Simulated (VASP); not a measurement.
# CsRe (Pm-3m) in VASP: further runs, part 2 of 2

VASP 6.6.1. Earlier steps stand in the parts before.

### Step 3. Relaxation of cell and atoms, PBE

Input file INCAR:

```
SYSTEM = CsRe
  PREC = Accurate
  ENCUT = 600
  EDIFF = 1E-6
  ISMEAR = 0
  SIGMA = 0.1
  LREAL = .False.
  LASPH = .True.
  NELM = 80
  ALGO = Fast
  ISIF = 3
  LWAVE = .False.
  LCHARG = .False.
  GGA = PE
  IBRION = 2
  NSW = 100
  EDIFFG = -0.01
```

Input file KPOINTS:

```
regular mesh
0
Gamma
  16 16 16
  0 0 0
```

Input file POSCAR:

```
CsRe
1.0
    3.6518405917      0.0000000000      0.0000000000
    0.0000000000      3.6518405917      0.0000000000
    0.0000000000      0.0000000000      3.6518405917
Cs Re
1 1
Direct
    0.0000000000      0.0000000000      0.0000000000
    0.5000000000      0.5000000000      0.5000000000
```

Potentials or basis: VASP PAW PBE potentials, release 64 (Cs_sv, Re).

On the command line:

```
> cat potpaw_PBE.64/Cs_sv/POTCAR potpaw_PBE.64/Re/POTCAR > POTCAR
> mpirun -np 1 vasp_std > vasp.out
```

OUTCAR:

```text
SYSTEM = CsRe
   PREC = Accurate
   ENCUT = 600
   EDIFF = 1E-6
   ISMEAR = 0
   LREAL = .False.
   LASPH = .True.
   NELM = 80
   ISIF = 3
   GGA = PE
   IBRION = 2
   NSW = 100
   EDIFFG = -0.01

 ion  position               nearest neighbor table
   1  0.000  0.000  0.000-   2 3.16   2 3.16   2 3.16   2 3.16   2 3.16   2 3.16   2 3.16   2 3.16

   2  0.500  0.500  0.500-   1 3.16   1 3.16   1 3.16   1 3.16   1 3.16   1 3.16   1 3.16   1 3.16

  LATTYP: Found a simple cubic cell.
 ALAT       =     3.6518405917

  Lattice vectors:

 A1 = (   3.6518405917,   0.0000000000,   0.0000000000)
 A2 = (   0.0000000000,   3.6518405917,   0.0000000000)
 A3 = (   0.0000000000,   0.0000000000,   3.6518405917)

Analysis of symmetry for initial positions (statically):
=====================================================================
 Subroutine PRICEL returns:
 Original cell was already a primitive cell.

 Routine SETGRP: Setting up the symmetry group for a
 simple cubic supercell.

 Subroutine GETGRP returns: Found 48 space group operations
 (whereof 48 operations were pure point group operations)
 out of a pool of 48 trial point group operations.

The static configuration has the point symmetry O_h .

Analysis of symmetry for dynamics (positions and initial velocities):
=====================================================================
 Subroutine PRICEL returns:
 Original cell was already a primitive cell.

 Routine SETGRP: Setting up the symmetry group for a
 simple cubic supercell.

 Subroutine GETGRP returns: Found 48 space group operations
 (whereof 48 operations were pure point group operations)
 out of a pool of 48 trial point group operations.

The dynamic configuration has the point symmetry O_h .

 Subroutine INISYM returns: Found 48 space group operations
 (whereof 48 operations are pure point group operations),
 and found     1 'primitive' translations

[... 127 lines left out ...]
 RMM-DIIS sequential band-by-band and
 Gauss-broadening in eV      SIGMA  =   0.10
  energy-cutoff  :      600.00
  volume of cell :       48.70
 maximum number of plane-waves:      1647
 NGX is ok and might be reduce to    30
   NGX = 15   NGY = 15   NGZ = 15

--------------------------------------- Ionic step        1  -------------------------------------------

 number of electron      16.0000000 magnetization

 Free energy of the ion-electron system (eV)
  ---------------------------------------------------
  ext. energy  EPLUGINS =         0.00000000
  ---------------------------------------------------
  free energy    TOTEN  =        -6.49548917 eV

  energy without entropy =       -6.47294435  energy(sigma->0) =       -6.48421676

------------------------ aborting loop because EDIFF is reached ----------------------------------------

  FORCE on cell =-STRESS in cart. coord.  units (eV):
  Direction    XX          YY          ZZ          XY          YZ          ZX
  --------------------------------------------------------------------------------------
  -------------------------------------------------------------------------------------
  Total        0.2857709      0.2857709      0.2857709     -0.0000000     -0.0000000      0.0000000
  in kB        9.4014135      9.4014135      9.4014135     -0.0000000     -0.0000000      0.0000000
  external PRESSURE =       9.4014135 kB  Pullay stress =       0.0000000 kB
[... 59 lines left out ...]
--------------------------------------- Ionic step        3  -------------------------------------------

 number of electron      15.9999999 magnetization

 Free energy of the ion-electron system (eV)
  ---------------------------------------------------
  ext. energy  EPLUGINS =         0.00000000
  ---------------------------------------------------
  free energy    TOTEN  =        -6.49896634 eV

  energy without entropy =       -6.47491087  energy(sigma->0) =       -6.48693860

 E-fermi :   4.6345     XC(G=0): -11.0516

 val. band max:        4.6327718132   @ k =   0.5000   0.5000   0.4375
 cond. band min:       4.6361514834   @ k =   0.0625   0.0625   0.0625
 fundamental gap:      0.0033796702
 Fermi energy:         4.6345467591

 k-point     1 :       0.0000    0.0000    0.0000
  band No.  band energies     occupation
      1     -17.3818      2.00000
      2      -3.3476      2.00000
      3      -3.3476      2.00000
      4      -3.3476      2.00000
      5       1.1347      2.00000
      6       2.0802      2.00000
      7       2.0802      2.00000
      8       4.4953      1.95106
      9       4.4953      1.95106
     10       4.4953      1.95106
     11       9.8174      0.00000
     12       9.8174      0.00000
[... 331 lines left out ...]
 k-point    24 :       0.5000    0.1250    0.0000
  band No.  band energies     occupation
      1     -17.0501      2.00000
      2      -5.8418      2.00000
      3      -3.6341      2.00000
      4      -3.2614      2.00000
      5       2.8425      2.00000
      6       4.2658      2.00000
      7       4.2962      2.00000
      8       4.4976      1.94714
      9       4.7094      0.28954
     10       5.9659      0.00000
     11       6.2757      0.00000
     12       8.0890      0.00000

 [... further k-points ...]
[... 5 lines left out ...]
  --------------------------------------------------------------------------------------
  -------------------------------------------------------------------------------------
  Total       -0.0036441     -0.0036441     -0.0036441      0.0000000     -0.0000000     -0.0000000
  in kB       -0.1168443     -0.1168443     -0.1168443      0.0000000     -0.0000000     -0.0000000
  external PRESSURE =      -0.1168443 kB  Pullay stress =       0.0000000 kB
[... 17 lines left out ...]
  FREE ENERGIE OF THE ION-ELECTRON SYSTEM (eV)
  ---------------------------------------------------
  free  energy   TOTEN  =        -6.4989663371 eV

  energy  without entropy=       -6.4749108684  energy(sigma->0) =       -6.48693860

 reached required accuracy - stopping structural energy minimisation
```

OSZICAR:

```text
N       E                     dE             d eps       ncg     rms          rms(c)
DAV:   1     0.741031469374E+02    0.74103E+02   -0.81960E+03  6600   0.153E+03
DAV:   2    -0.259006537211E+01   -0.76693E+02   -0.70793E+02  6944   0.261E+02
DAV:   3    -0.688599785208E+01   -0.42959E+01   -0.41190E+01  6320   0.658E+01
[... 27 lines left out ...]
RMM:   3    -0.649900051844E+01    0.11267E-03   -0.38104E-03  5361   0.565E-01    0.662E-02
RMM:   4    -0.649897174063E+01    0.28778E-04   -0.18207E-04  4671   0.315E-01    0.382E-02
RMM:   5    -0.649896386587E+01    0.78748E-05   -0.11660E-04  5065   0.192E-01    0.102E-02
RMM:   6    -0.649896615269E+01   -0.22868E-05   -0.34925E-05  4791   0.394E-02    0.373E-03
RMM:   7    -0.649896633712E+01   -0.18443E-06   -0.25550E-06  2751   0.412E-02
   3 F= -.64989663E+01 E0= -.64869386E+01  d E =-.347717E-02
```

It took 3.8 min on 1 thread of Intel Xeon 6975P-C, shared host; peak memory 0.29 GiB.

What came out:

```
Free energy                            : -6.4990 eV
Relaxed volume                         : 24.98 Å³/atom
Relaxed cell                           : a = 3.683 Å, b = 3.683 Å, c = 3.683 Å, α = 90.00°, β = 90.00°, γ = 90.00°
Space group after relaxing (to 0.05 Å) : Pm-3m (No. 221)
Energy gained by relaxing              : 1.7 meV/atom
Ionic steps                            : 3
Pressure after relaxing                : 0.0 GPa
Band gap on the k mesh                 : zero (band 8 reaches 5.29 eV, above the bottom of band 9 at 4.39 eV)
```

The path:
```tsv
step	energy change (eV)	largest force (eV/Å)	pressure (GPa)	volume (Å³)
1	0.0000	0.0000	0.94	48.70
2	-0.0034	0.0000	0.16	49.71
3	-0.0035	0.0000	-0.01	49.97
```

Final structure:
```xyz
2
Lattice="3.6833 0.0000 0.0000 0.0000 3.6833 0.0000 0.0000 0.0000 3.6833" Properties=species:S:1:pos:R:3 pbc="T T T"
Cs    0.0000    0.0000    0.0000
Re    1.8416    1.8416    1.8416
```

Caveat: spin-orbit coupling is left out, which moves the levels of the heavy elements.
